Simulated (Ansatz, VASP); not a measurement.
**Au: VASP beside Ansatz**

```
Au
1.0
     2.84080    0.00000    0.00000
    -1.42040    2.46020    0.00000
     0.00000    0.00000    4.78038
Au
2
Direct
  0.33333 0.66667 0.75000
  0.66667 0.33333 0.25000
```

Change from the starting cell: volume scaled by 0.94, PAW files.

Alike in both runs: task electric field gradients; functional LDA; k mesh 14 × 14 × 8; occupations fermi-dirac, width 0.03 eV; no spin polarisation.

|  | VASP | Ansatz |
| --- | --- | --- |
| version | VASP 6.6.1 | Ansatz 0.2.0 |
| potentials or method | VASP PAW LDA potentials, release 64 (Au) | PAW with Ansatz's default frozen-core files, scalar-relativistic |
| plane-wave cutoff (eV) | 520 | 420 |
| valence electrons in the cell | 22 | 38 |

|  | VASP | Ansatz | Ansatz less VASP |
| --- | --- | --- | --- |
| pressure (GPa) | -0.8 | -1.3 | -0.49 |
| traceless stress, the component that is largest in VASP (GPa) | -0.61 | -0.48 | +0.131 |
| size of Vzz on the site where it differs most (V/Å²) | 31.2 | 16.5 | -14.66 |

LDA's correlation is that of Perdew and Zunger in VASP and of Perdew and Wang (1992) in Ansatz. VASP's potentials hold 22 valence electrons a cell and Ansatz's 38, so a difference there can come from the potentials and not from the codes.

Spin-orbit coupling is off throughout.
